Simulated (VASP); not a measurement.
Runs of VASP 6.6.1 on Eu. It takes space group Fm-3m (No. 225, cubic). The conventional cell has a = 5.579 Å, b = 5.579 Å, c = 5.579 Å, α = 90.00°, β = 90.00°, γ = 90.00°. Within 5.2 Å of Eu (site symmetry m-3m) lie 12 Eu at 3.94 Å. This isn't the form of Eu at room conditions, which is bcc.

| k mesh | gap on the mesh (eV) | pressure (GPa) | moment (μB) |
| --- | --- | --- | --- |
| 5 × 5 × 5 | none | -0.4 | 7.90 |
| 7 × 7 × 7 | none | (a) | 7.86 |
| 2 × 2 × 2 | none | -9.1 | 7.32 |
| 4 × 4 × 4 | none | -0.4 | (b) |

Alike in all rows: task single point; level r2SCAN; potentials or basis VASP PAW PBE potentials, release 64 (Eu); spin collinear, ferromagnetic start; cell as given; cutoff (eV) 520; smearing fermi-dirac 0.1 eV.

**Question.** Estimate the missing entries.

**Answer.** (a) -0.6; (b) 7.95.

Caveats: some runs use coarse meshes; the PAW data sets were made with another functional, which shifts forces and pressure a little; spin-orbit coupling is left out, which moves the levels of the heavy elements; semilocal functionals describe open f shells poorly, which spoils levels, moments and volumes.

A k mesh can miss the band edges, and the runs leave out spin-orbit coupling on Eu.

A gap of «none» marks levels without a gap at the run's occupations.
